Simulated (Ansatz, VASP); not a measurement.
# Ti3Ag: VASP beside Ansatz

The input INCAR:

```
SYSTEM = Ti3Ag
PREC = Accurate
ENCUT = 520
EDIFF = 1E-8
ISMEAR = -1
SIGMA = 0.08
LREAL = .FALSE.
LASPH = .TRUE.
NELM = 100
ALGO = Normal
ISIF = 2
LWAVE = .FALSE.
LCHARG = .FALSE.
LEFG = .TRUE.
NBANDS = 32
```

The input KPOINTS:

```
Automatic mesh
0
G
  9 9 9
  0 0 0
```

Contents of POSCAR:

```
Ti3Ag
1.0
    4.1451300000      0.0000000000      0.0000000000
    0.0000000000      4.1451300000      0.0000000000
    0.0000000000      0.0000000000      3.9500000000
Ti Ag
3 1
Direct
    0.0000000000      0.5000000000      0.5000000000
    0.5000000000      0.0000000000      0.5000000000
    0.5000000000      0.5000000000      0.0000000000
    0.0000000000      0.0000000000      0.0000000000
```

Input for Ansatz:

```yaml
crystal:
  lattice:
    - [4.14513, 0.0, 0.0]
    - [0.0, 4.14513, 0.0]
    - [0.0, 0.0, 3.95]
  atoms:
    - { symbol: Ti, position: [0.0, 0.5, 0.5] }
    - { symbol: Ti, position: [0.5, 0.0, 0.5] }
    - { symbol: Ti, position: [0.5, 0.5, 0.0] }
    - { symbol: Ag, position: [0.0, 0.0, 0.0] }
kpoints:
  mp_grid: { grid: [9, 9, 9] }
scf:
  occupations: { method: fermi_dirac, width: 0.08 }
hamiltonian:
  xc: lda
  pseudopotentials: { kind: paw }
output:
  forces: true
  stress: true
  eigenvalues: true
  efg: { contact_densities: true }
```

Change from the starting cell: equal xx and yy strain of -1 %, PAW files.

Alike in both runs: task electric field gradients; functional LDA; k mesh 9 × 9 × 9; occupations fermi-dirac, width 0.08 eV; no spin polarisation.

|  | VASP | Ansatz |
| --- | --- | --- |
| version | VASP 6.6.1 | Ansatz 0.2.0 |
| potentials or method | VASP PAW LDA potentials, release 64 (Ti_sv, Ag) | PAW with Ansatz's default frozen-core files, scalar-relativistic |
| plane-wave cutoff (eV) | 520 | 420 |
| valence electrons in the cell | 47 | 55 |

VASP gave:

| Item | Value |
| --- | --- |
| pressure (GPa) | -7.8 |
| traceless stress, the component that is largest in VASP (GPa) | 1.24 |
| size of Vzz on the site where it differs most (V/Å²) | 5.6 |

Estimate Ansatz's values.

pressure (GPa): -7.9; traceless stress, the component that is largest in VASP (GPa): 1.24; size of Vzz on the site where it differs most (V/Å²): 7.4.

LDA's correlation is that of Perdew and Zunger in VASP and of Perdew and Wang (1992) in Ansatz. VASP's potentials hold 47 valence electrons a cell and Ansatz's 55, so a difference there can come from the potentials and not from the codes.
